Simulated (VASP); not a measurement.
Write the native input for VASP 6.6.1 that does the following.

| Item | Value |
| --- | --- |
| Task | electric field gradients |
| Functional | PBE |
| Potentials or basis | VASP PAW PBE potentials, release 64 (Au, Sb) |
| Cutoff | 520 eV |
| k mesh | 10 × 10 × 10 |
| Occupations | fermi-dirac, width 0.08 eV |
| Spin | no spin polarisation |
| Dipole correction | no |
| Further INCAR settings | ALGO = Normal; EDIFF = 1e-08; NBANDS = 15 |

The structure of SbAu (zincblende type) lies in POSCAR:

```
SbAu
1.0
    0.0000000000      3.1718895577      3.1718895577
    3.1718895577      0.0000000000      3.1718895577
    3.1718895577      3.1718895577      0.0000000000
Au Sb
1 1
Direct
    0.0000000000      0.0000000000      0.0000000000
    0.2500000000      0.2500000000      0.2500000000
```

This cell differs from its parent crystal: volume scaled by 1.06.

The input as run:

INCAR

```
  PREC = Accurate
  ENCUT = 520
  EDIFF = 1E-8
  ISMEAR = -1
  SIGMA = 0.08
  LREAL = F
  LASPH = T
  NELM = 80
  ALGO = Normal
  ISIF = 2
  LWAVE = F
  LCHARG = F
  GGA = PE
  LEFG = T
  NBANDS = 15
```

KPOINTS

```
Automatic mesh
0
Gamma
  10 10 10
```

Potentials or basis: VASP PAW PBE potentials, release 64 (Au, Sb).

Command:

```console
$ cat potpaw_PBE.64/Au/POTCAR potpaw_PBE.64/Sb/POTCAR > POTCAR
$ mpirun -np 1 vasp_std > vasp.out
```

Results of the run:

```json
{
  "Pressure": "-3.1 GPa",
  "Band gap on the k mesh": "zero (band 8 reaches 6.77 eV, above the bottom of band 9 at 3.43 eV)"
}
```

Caveat: without QUAD_EFG the Cq values of the log hold for a quadrupole moment of 1 mb, not for the nuclei; spin-orbit coupling is left out, which moves the levels of the heavy elements.

Wall time 48 s on 1 thread of Intel(R) Xeon(R) Platinum 8259CL CPU @ 2.50GHz (Skylake/Cascade Lake), with other jobs on the host, peak memory 0.23 GiB.
